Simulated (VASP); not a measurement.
# Au (P6_3/mmc) in VASP: further runs

Runs on Au. Level: r2SCAN. Tasks: relaxation of shape and atoms at fixed volume.

Program: VASP 6.6.1. These are calculated values, not measurements. Logs are shortened: lines on timing, memory, paths and dates and some standing lists are left out, and cuts for length are marked.

## 1. The cell of the first run

It takes space group P6_3/mmc (No. 194, hexagonal). Conventional cell: a = 2.919 Å, b = 2.919 Å, c = 4.913 Å, α = 90.00°, β = 90.00°, γ = 120.00°. Within 3.8 Å of Au (site symmetry -6m2) lie 12 Au at 2.92 to 2.98 Å.

This isn't the form of Au at room conditions, which is fcc.

## 2. Relaxation of shape and atoms at fixed volume, r2SCAN (18.13 Å³/atom)

Contents of POSCAR:

```
Au
1.0
    2.9189114953      0.0000000000      0.0000000000
   -1.4594557476      2.5278515063      0.0000000000
    0.0000000000      0.0000000000      4.9128832060
Au
2
Direct
    0.3333333333      0.6666666667      0.7500000000
    0.6666666667      0.3333333333      0.2500000000
```

Contents of INCAR.step1:

```
ALGO = Normal
EDIFF = 1E-5
EDIFFG = -0.005
ENCUT = 550
GGA = PE
GGA_COMPAT = F
IBRION = 2
ISIF = 3
ISMEAR = 0
LASPH = T
LCHARG = F
LREAL = F
LWAVE = T
NELM = 120
NELMIN = 4
NSW = 100
PREC = Accurate
SIGMA = 0.1
```

Contents of INCAR.step2:

```
ALGO = Normal
EDIFF = 1E-7
EDIFFG = -0.01
ENCUT = 550
GGA_COMPAT = F
IBRION = 2
ISIF = 4
ISMEAR = 0
ISTART = 1
LASPH = T
LCHARG = F
LMIXTAU = T
LREAL = F
LWAVE = F
METAGGA = R2SCAN
NELM = 120
NELMIN = 4
NSW = 50
PREC = Accurate
SIGMA = 0.1
```

Contents of KPOINTS:

```
k-points
0
Gamma
  18 18 10
```

Potentials or basis: VASP PAW PBE potentials, release 64 (Au).

On the command line:

```sh
$ cat potpaw_PBE.64/Au/POTCAR > POTCAR
$ cp INCAR.step1 INCAR
$ mpirun -np 1 vasp_std > vasp.out
$ cp INCAR.step2 INCAR
$ mpirun -np 1 vasp_std > vasp.out
```

OUTCAR:

```text
EDIFF = 1E-7
   EDIFFG = -0.01
   ENCUT = 550
   IBRION = 2
   ISIF = 4
   ISMEAR = 0
   ISTART = 1
   LASPH = T
   LREAL = F
   METAGGA = R2SCAN
   NELM = 120
   NELMIN = 4
   NSW = 50
   PREC = Accurate

 ion  position               nearest neighbor table
   1  0.333  0.667  0.750-   2 2.98   2 2.98   2 2.98   2 2.98   2 2.98   2 2.98
   2  0.667  0.333  0.250-   1 2.98   1 2.98   1 2.98   1 2.98   1 2.98   1 2.98

  LATTYP: Found a hexagonal cell.
 ALAT       =     2.9189114953
 C/A-ratio  =     1.6831216753

  Lattice vectors:

 A1 = (   2.9189114953,   0.0000000000,   0.0000000000)
 A2 = (  -1.4594557476,   2.5278515063,   0.0000000000)
 A3 = (   0.0000000000,   0.0000000000,   4.9128832060)

Analysis of symmetry for initial positions (statically):
=====================================================================
 Subroutine PRICEL returns:
 Original cell was already a primitive cell.

 Routine SETGRP: Setting up the symmetry group for a
 hexagonal supercell.

 Subroutine GETGRP returns: Found 24 space group operations
 (whereof 12 operations were pure point group operations)
 out of a pool of 24 trial point group operations.

The static configuration has the point symmetry D_3d.
 The point group associated with its full space group is D_6h.

Analysis of symmetry for dynamics (positions and initial velocities):
=====================================================================
 Subroutine PRICEL returns:
 Original cell was already a primitive cell.

 Routine SETGRP: Setting up the symmetry group for a
 hexagonal supercell.

 Subroutine GETGRP returns: Found 24 space group operations
 (whereof 12 operations were pure point group operations)
 out of a pool of 24 trial point group operations.

The dynamic configuration has the point symmetry D_3d.
 The point group associated with its full space group is D_6h.

 Subroutine INISYM returns: Found 24 space group operations
 (whereof 12 operations are pure point group operations),
 and found     1 'primitive' translations

----------------------------------------------------------------------------------------

                                     Primitive cell

  volume of cell :      36.2501

  direct lattice vectors                    reciprocal lattice vectors
     2.918911495  0.000000000  0.000000000     0.342593464  0.197796429  0.000000000
    -1.459455748  2.527851506  0.000000000     0.000000000  0.395592857  0.000000000
     0.000000000  0.000000000  4.912883206     0.000000000  0.000000000  0.203546463

  length of vectors
     2.918911495  2.918911495  4.912883206     0.395592857  0.395592857  0.203546463

  position of ions in fractional coordinates (direct lattice)
     0.333333333  0.666666667  0.750000000
     0.666666667  0.333333333  0.250000000

  ion indices of the primitive-cell ions
   primitive index   ion index
                 1           1
                 2           2

----------------------------------------------------------------------------------------

 KPOINTS: k-points

Automatic generation of k-mesh.
 Grid dimensions read from file:
 generate k-points for:   18   18   10

 Generating k-lattice:

  Cartesian coordinates                     Fractional coordinates (reciprocal lattice)
     0.019032970  0.010988690  0.000000000     0.055555556 -0.000000000  0.000000000
     0.000000000  0.021977381  0.000000000     0.000000000  0.055555556  0.000000000
     0.000000000  0.000000000  0.020354646     0.000000000  0.000000000  0.100000000

  Length of vectors
     0.021977381  0.021977381  0.020354646

  Shift w.r.t. Gamma in fractional coordinates (k-lattice)
     0.000000000  0.000000000  0.000000000

 Subroutine IBZKPT returns following result:
 ===========================================

 Found    222 irreducible k-points:

 Following reciprocal coordinates:
            Coordinates               Weight
  0.000000  0.000000  0.000000      1.000000
  0.055556  0.000000  0.000000      6.000000
  0.111111  0.000000  0.000000      6.000000
  0.166667  0.000000  0.000000      6.000000
  0.222222  0.000000  0.000000      6.000000
  0.277778  0.000000  0.000000      6.000000
[... 16 lines left out ...]
  0.333333  0.111111  0.000000     12.000000
  0.388889  0.111111  0.000000     12.000000
 [... further k-points ...]
   k-points           NKPTS =    222   k-points in BZ     NKDIM =    222   number of bands    NBANDS=     15
   number of dos      NEDOS =    301   number of ions     NIONS =      2
   total plane-waves  NPLWV =  23040
   dimension x,y,z NGX =    24 NGY =   24 NGZ =   40
   dimension x,y,z NGXF=    48 NGYF=   48 NGZF=   80
   ions per type =               2
   NGX,Y,Z   is equivalent  to a cutoff of  13.67, 13.67, 13.54 a.u.
   NGXF,Y,Z  is equivalent  to a cutoff of  27.34, 27.34, 27.07 a.u.
 SYSTEM =  unknown system
   PREC   = accura    normal or accurate (medium, high low for compatibility)
   ISTART =      1    job   : 0-new  1-cont  2-samecut
   ICHARG =      0    charge: 1-file 2-atom 10-const
   ISPIN  =      1    spin polarized calculation?
   LNONCOLLINEAR =      F non collinear calculations
   LSORBIT =      F    spin-orbit coupling
   LASPH  =      T    aspherical Exc in radial PAW
   ENCUT  =  550.0 eV  40.42 Ry    6.36 a.u.   5.58  5.58  9.39*2*pi/ulx,y,z
   NELM   =    120;   NELMIN=  4; NELMDL=  0     # of ELM steps
   EDIFF  = 0.1E-06   stopping-criterion for ELM
   LREAL  =      F    real-space projection
   EDIFFG = -.1E-01   stopping-criterion for IOM
   NSW    =     50    number of steps for IOM
   IBRION =      2    ionic relax: 0-MD 1-quasi-New 2-CG
   NFREE  =      1    steps in history (QN), initial steepest desc. (CG)
   ISIF   =      4    stress and relaxation
   ISYM   =      2    0-nonsym 1-usesym 2-fastsym
   POTIM  = 0.5000    time-step for ionic-motion
   TEBEG  =    0.0;   TEEND  =   0.0 temperature during run
   PSTRESS=    0.0 pullay stress
   NELECT =      22.0000    total number of electrons
   NUPDOWN=      -1.0000    fix difference up-down
   EMIN   =  10.00;   EMAX   =-10.00  energy-range for DOS
   EFERMI =   0.00;   METHOD = LEGACY
   ISMEAR =     0;   SIGMA  =   0.10  broadening in eV -4-tet -1-fermi 0-gaus
   EFERMI_NEDOS =   21; number of points for ismear=-14 and -15
   IALGO  =     38    algorithm
   IMIX   =      4    mixing-type and parameters
     AMIX     =   0.40;   BMIX     =  1.00
     AMIX_MAG =   1.60;   BMIX_MAG =  1.00
  volume/ion in A,a.u.               =      18.13       122.31
  Fermi-wavevector in a.u.,A,eV,Ry     =   1.386052  2.619258 26.138686  1.921139
  Thomas-Fermi vector in A             =   2.510404
   LORBIT       =      0    0 simple, 1 ext, 2 COOP (PROOUT), +10 PAW based schemes
   METAGGA = R2SCAN    functional components
   LHFCALC =     F    Hartree Fock is set to
   AEXX    =    0.0000 exact exchange contribution
   IVDW    =     0    specifies the selected vdW correction
   LEPSILON=     F    determine dielectric tensor
   LRPA    =     F    only Hartree local field effects (RPA)
 conjugate gradient relaxation of ions
 non-spin polarized calculation
 Gauss-broadening in eV      SIGMA  =   0.10
  energy-cutoff  :      550.00
  volume of cell :       36.25
 maximum number of plane-waves:      1081
 NGX is ok and might be reduce to    24
   NGX = 11   NGY = 11   NGZ = 19

--------------------------------------- Ionic step        1  -------------------------------------------

 number of electron      21.9999999 magnetization

 Free energy of the ion-electron system (eV)
  ---------------------------------------------------
  ext. energy  EPLUGINS =         0.00000000
  ---------------------------------------------------
  free energy    TOTEN  =      -101.16147028 eV

  energy without entropy =     -101.15815107  energy(sigma->0) =     -101.15981067

------------------------ aborting loop because EDIFF is reached ----------------------------------------

  FORCE on cell =-STRESS in cart. coord.  units (eV):
  Direction    XX          YY          ZZ          XY          YZ          ZX
  --------------------------------------------------------------------------------------
  -------------------------------------------------------------------------------------
  Total       -0.9033059     -0.9033059     -0.8329472     -0.0000000     -0.0000000     -0.0000000
  in kB      -39.9242262    -39.9242262    -36.8145171     -0.0000000     -0.0000000     -0.0000000
  external PRESSURE =     -38.8876565 kB  Pullay stress =       0.0000000 kB
[... 57 lines left out ...]
  energy  without entropy=     -101.1582365841  energy(sigma->0) =     -101.15988921

--------------------------------------- Ionic step        3  -------------------------------------------

 number of electron      22.0000001 magnetization

 Free energy of the ion-electron system (eV)
  ---------------------------------------------------
  ext. energy  EPLUGINS =         0.00000000
  ---------------------------------------------------
  free energy    TOTEN  =      -101.16163818 eV

  energy without entropy =     -101.15835021  energy(sigma->0) =     -101.15999419

 E-fermi :   8.3193     XC(G=0): -13.1879

 val. band max:        8.2928366933   @ k =   0.3889   0.1111   0.2000
 cond. band min:       8.3263486156   @ k =   0.3889  -0.0000   0.4000
 fundamental gap:      0.0335119223
 Fermi energy:         8.3192613745

 k-point     1 :       0.0000    0.0000    0.0000
  band No.  band energies     occupation
      1      -1.0925      2.00000
      2       1.1926      2.00000
      3       3.5114      2.00000
      4       3.8096      2.00000
      5       3.8096      2.00000
      6       4.0834      2.00000
      7       4.0834      2.00000
      8       4.7677      2.00000
      9       4.7677      2.00000
     10       5.9956      2.00000
     11       5.9956      2.00000
     12       7.6058      2.00000
     13      10.6879      0.00000
     14      23.8339      0.00000
     15      24.6569      0.00000
[... 397 lines left out ...]
 k-point    24 :       0.3889    0.1111    0.0000
  band No.  band energies     occupation
      1       1.9570      2.00000
      2       2.0031      2.00000
      3       2.3322      2.00000
      4       3.7695      2.00000
      5       4.0238      2.00000
      6       4.2007      2.00000
      7       4.3652      2.00000
      8       5.9846      2.00000
      9       6.0706      2.00000
     10       6.2608      2.00000
     11       8.2439      1.71326
     12      11.2653      0.00000
     13      13.5982      0.00000
     14      15.7767      0.00000
     15      16.3488      0.00000

 [... further k-points ...]

------------------------ aborting loop because EDIFF is reached ----------------------------------------

  FORCE on cell =-STRESS in cart. coord.  units (eV):
  Direction    XX          YY          ZZ          XY          YZ          ZX
  --------------------------------------------------------------------------------------
  -------------------------------------------------------------------------------------
  Total       -0.8781903     -0.8781903     -0.8574734     -0.0000000     -0.0000000     -0.0000000
  in kB      -38.8141711    -38.8141711    -37.8985258     -0.0000000     -0.0000000     -0.0000000
  external PRESSURE =     -38.5089560 kB  Pullay stress =       0.0000000 kB
[... 17 lines left out ...]
  FREE ENERGIE OF THE ION-ELECTRON SYSTEM (eV)
  ---------------------------------------------------
  free  energy   TOTEN  =      -101.1616381813 eV

  energy  without entropy=     -101.1583502061  energy(sigma->0) =     -101.15999419

 reached required accuracy - stopping structural energy minimisation
```

It took 14 min on 1 thread of Intel Xeon Platinum 8488C (Sapphire Rapids), shared host; peak memory 0.26 GiB.

What came out:

| Item | Value |
| --- | --- |
| Free energy | -101.1616 eV |
| Energy gained by relaxing | 0.1 meV/atom |
| Ionic steps | 3 |
| Pressure after relaxing | -3.9 GPa |
| Band gap on the k mesh | zero (bands 11 and 12 overlap by 6.94 eV) |

The path:
```csv
step,energy change (eV),largest force (eV/Å),pressure (GPa),volume (Å³)
1,0.0000,0.0000,-3.89,36.25
2,-0.0001,0.0000,-3.88,36.25
3,-0.0002,0.0000,-3.85,36.25
```

Final structure:
```
Au
1.0
     2.91362    0.00000    0.00000
    -1.45681    2.52326    0.00000
     0.00000    0.00000    4.93076
Au
2
Direct
  0.33333 0.66667 0.75000
  0.66667 0.33333 0.25000
```

Caveat: the PAW data sets were made with another functional, which shifts forces and pressure a little; spin-orbit coupling is left out, which moves the levels of the heavy elements.

## 3. Relaxation of shape and atoms at fixed volume, r2SCAN (17.07 Å³/atom)

This run uses another cell than the first one, of 17.07 Å³/atom.

Contents of POSCAR:

```
Au
1.0
    2.8610959993      0.0000000000      0.0000000000
   -1.4305479996      2.4777818180      0.0000000000
    0.0000000000      0.0000000000      4.8155726915
Au
2
Direct
    0.3333333333      0.6666666667      0.7500000000
    0.6666666667      0.3333333333      0.2500000000
```

Contents of INCAR.step1:

```
SYSTEM = Au
PREC = Accurate
ENCUT = 550
ISMEAR = 0
SIGMA = 0.1
LREAL = .FALSE.
LASPH = .TRUE.
NELM = 120
GGA = PE
ALGO = Normal
EDIFF = 1E-5
LWAVE = .TRUE.
LCHARG = .FALSE.
GGA_COMPAT = .FALSE.
IBRION = 2
ISIF = 3
EDIFFG = -0.005
NELMIN = 4
NSW = 100
```

Contents of INCAR.step2:

```
SYSTEM = Au
PREC = Accurate
ENCUT = 550
EDIFF = 1E-7
ISMEAR = 0
SIGMA = 0.1
LREAL = .FALSE.
LASPH = .TRUE.
NELM = 120
ALGO = Normal
ISIF = 4
LWAVE = .FALSE.
LCHARG = .FALSE.
METAGGA = R2SCAN
LMIXTAU = .TRUE.
IBRION = 2
NSW = 50
EDIFFG = -0.01
ISTART = 1
GGA_COMPAT = .FALSE.
NELMIN = 4
```

Contents of KPOINTS:

```
Automatic mesh
0
G
  18 18 10
  0 0 0
```

Potentials or basis: VASP PAW PBE potentials, release 64 (Au).

On the command line:

```sh
$ cat potpaw_PBE.64/Au/POTCAR > POTCAR
$ cp INCAR.step1 INCAR
$ mpirun -np 1 vasp_std > vasp.out
$ cp INCAR.step2 INCAR
$ mpirun -np 1 vasp_std > vasp.out
```

Run time: 33 min. Hardware: 1 thread of Oxide Virtual Turin-like, shared host; peak memory 0.22 GiB.

The run converged. Its results:

```
Free energy               : -101.1552 eV
Energy gained by relaxing : 0.1 meV/atom
Ionic steps               : 3
Pressure after relaxing   : 5.3 GPa
Band gap on the k mesh    : zero (bands 11 and 12 overlap by 7.37 eV)
```

The path:
| step | energy change (eV) | largest force (eV/Å) | pressure (GPa) | volume (Å³) |
| --- | --- | --- | --- | --- |
| 1 | 0.0000 | 0.0000 | 5.34 | 34.14 |
| 2 | -0.0001 | 0.0000 | 5.32 | 34.14 |
| 3 | -0.0002 | 0.0000 | 5.28 | 34.14 |

Final structure:
```
Au
1.0
     2.86837    0.00000    0.00000
    -1.43418    2.48408    0.00000
     0.00000    0.00000    4.79120
Au
2
Direct
  0.33333 0.66667 0.75000
  0.66667 0.33333 0.25000
```

Levels at points of the mesh, in eV from the Fermi level:
```tsv
k point	band 9	band 10	band 11	band 12	band 13	band 14
(0.00, 0.00, 0.00)	-3.82	-2.39	-2.39	-0.93	2.84	15.43
(0.50, 0.00, 0.00)	-2.06	-1.87	0.42	1.63	6.12	7.70
(0.00, 0.00, 0.50)	-2.86	-2.86	-2.86	-2.86	11.28	11.28
(0.50, 0.00, 0.50)	-1.95	-1.95	0.60	0.60	4.14	4.14
```

Caveat: the PAW data sets were made with another functional, which shifts forces and pressure a little; spin-orbit coupling is left out, which moves the levels of the heavy elements.

## 4. Relaxation of shape and atoms at fixed volume, r2SCAN (16.01 Å³/atom)

This run uses another cell than the first one, of 16.01 Å³/atom.

Contents of POSCAR:

```
Au
1.0
    2.8096836515      0.0000000000      0.0000000000
   -1.4048418257      2.4332574188      0.0000000000
    0.0000000000      0.0000000000      4.6845471254
Au
2
Direct
    0.3333333333      0.6666666667      0.7500000000
    0.6666666667      0.3333333333      0.2500000000
```

Contents of INCAR.step1:

```
SYSTEM = Au
ALGO = Normal
EDIFF = 1E-5
EDIFFG = -0.005
ENCUT = 550
GGA = PE
GGA_COMPAT = .FALSE.
IBRION = 2
ISIF = 3
ISMEAR = 0
LASPH = .TRUE.
LCHARG = .FALSE.
LREAL = .FALSE.
LWAVE = .TRUE.
NELM = 120
NELMIN = 4
NSW = 100
PREC = Accurate
SIGMA = 0.1
```

Contents of INCAR.step2:

```
SYSTEM = Au
ALGO = Normal
EDIFF = 1E-7
EDIFFG = -0.01
ENCUT = 550
GGA_COMPAT = .FALSE.
IBRION = 2
ISIF = 4
ISMEAR = 0
ISTART = 1
LASPH = .TRUE.
LCHARG = .FALSE.
LMIXTAU = .TRUE.
LREAL = .FALSE.
LWAVE = .FALSE.
METAGGA = R2SCAN
NELM = 120
NELMIN = 4
NSW = 50
PREC = Accurate
SIGMA = 0.1
```

Contents of KPOINTS:

```
k-points
0
G
  18 18 10
  0 0 0
```

On the command line:

```sh
$ cat potpaw_PBE.64/Au/POTCAR > POTCAR
$ cp INCAR.step1 INCAR
$ mpirun -np 1 vasp_std > vasp.out
$ cp INCAR.step2 INCAR
$ mpirun -np 1 vasp_std > vasp.out
```

Wall time 36 min (1 thread of Oxide Virtual Turin-like, shared host); peak memory 0.21 GiB.

Results (log left out):

```
Free energy               : -101.0006 eV
Energy gained by relaxing : 0.0 meV/atom
Ionic steps               : 3
Pressure after relaxing   : 19.0 GPa
Band gap on the k mesh    : zero (bands 11 and 12 overlap by 7.88 eV)
```

Final structure:
```
CELL_PARAMETERS angstrom
2.81285 0.00000 0.00000
-1.40643 2.43600 0.00000
0.00000 0.00000 4.67400
ATOMIC_POSITIONS crystal
Au 0.33333 0.66667 0.75000
Au 0.66667 0.33333 0.25000
```

Levels at points of the mesh, in eV from the Fermi level:
```tsv
k point	band 9	band 10	band 11	band 12	band 13	band 14
(0.00, 0.00, 0.00)	-4.09	-2.46	-2.46	-1.21	3.27	15.35
(0.50, 0.00, 0.00)	-2.11	-1.89	0.42	1.78	6.36	7.99
(0.00, 0.00, 0.50)	-2.99	-2.99	-2.99	-2.99	11.87	11.87
(0.50, 0.00, 0.50)	-1.98	-1.98	0.45	0.45	4.52	4.52
```

Caveat: the PAW data sets were made with another functional, which shifts forces and pressure a little; spin-orbit coupling is left out, which moves the levels of the heavy elements.

## 5. Overview

| cell | gap on the mesh (eV) | pressure (GPa) |
| --- | --- | --- |
| relaxed from a = 2.919, b = 2.919, c = 4.913 Å, angles 90.0, 90.0, 120.0°, 2 atoms | none | -3.9 |
| relaxed from a = 2.861, b = 2.861, c = 4.816 Å, angles 90.0, 90.0, 120.0°, 2 atoms | none | 5.3 |
| relaxed from a = 2.810, b = 2.810, c = 4.685 Å, angles 90.0, 90.0, 120.0°, 2 atoms | none | 19.0 |

Alike in all rows: task relaxation of shape and atoms at fixed volume; level r2SCAN; potentials or basis VASP PAW PBE potentials, release 64 (Au); no spin polarisation; k mesh 18 × 18 × 10; cutoff (eV) 550; smearing gaussian 0.1 eV.

Caveats: the PAW data sets were made with another functional, which shifts forces and pressure a little; spin-orbit coupling is left out, which moves the levels of the heavy elements.

Absolute energies hang on the potentials; compare differences alone.

The gap in the log of VASP goes by the Fermi energy; the results here count the filled bands.